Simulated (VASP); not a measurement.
Wanted: the native input for a VASP 6.6.1 run.

```yaml
Task: electric field gradients
Functional: PBEsol
Potentials_or_basis: VASP PAW PBE potentials, release 64 (Ti_sv)
Cutoff: 400 eV
k_mesh: 13 × 13 × 7
Occupations: fermi-dirac, width 0.08 eV
Spin: no spin polarisation
Dipole_correction: no
Further_INCAR_settings: ALGO = Normal; EDIFF = 1e-08; NBANDS = 19
```

The structure of Ti lies in POSCAR:

```
Ti
1.0
    2.9204978818      0.0000000000      0.0000000000
   -1.4602489409      2.5292253573      0.0000000000
    0.0000000000      0.0000000000      4.6860000000
Ti
2
Direct
    0.3333333333      0.6666666667      0.2500000000
    0.6666666667      0.3333333333      0.7500000000
```

This cell differs from its parent crystal: equal xx and yy strain of -1 %.

These files were run (other wordings do the same):

INCAR

```
SYSTEM = Ti
  ALGO = Normal
  EDIFF = 1E-8
  ENCUT = 400
  GGA = PS
  GGA_COMPAT = .False.
  ISIF = 2
  ISMEAR = -1
  LASPH = .True.
  LCHARG = .False.
  LEFG = .True.
  LREAL = .False.
  LWAVE = .False.
  NBANDS = 19
  NELM = 120
  PREC = Accurate
  SIGMA = 0.08
```

KPOINTS

```
k-points
0
Gamma
  13 13 7
  0 0 0
```

Potentials or basis: VASP PAW PBE potentials, release 64 (Ti_sv).

Launch:

```sh
$ cat potpaw_PBE.64/Ti_sv/POTCAR > POTCAR
$ mpirun -np 1 vasp_std > vasp.out
```

It gave:

```
Pressure                                : -4.7 GPa
Band gap on the k mesh                  : zero (bands 12 and 13 overlap by 1.11 eV)
Largest electric field gradient by atom : Ti +15.4 V/Å²
```

Caveat: the cell differs from its parent crystal (equal xx and yy strain of -1 %); the cell stands under tension; without QUAD_EFG the Cq values of the log hold for a quadrupole moment of 1 mb, not for the nuclei; the PAW data sets were made with another functional, which shifts forces and pressure a little.

Run time: 18 s on 1 thread of AMD EPYC 9R45 96-Core Processor (Zen 5), on a shared host, peak memory 0.12 GiB.
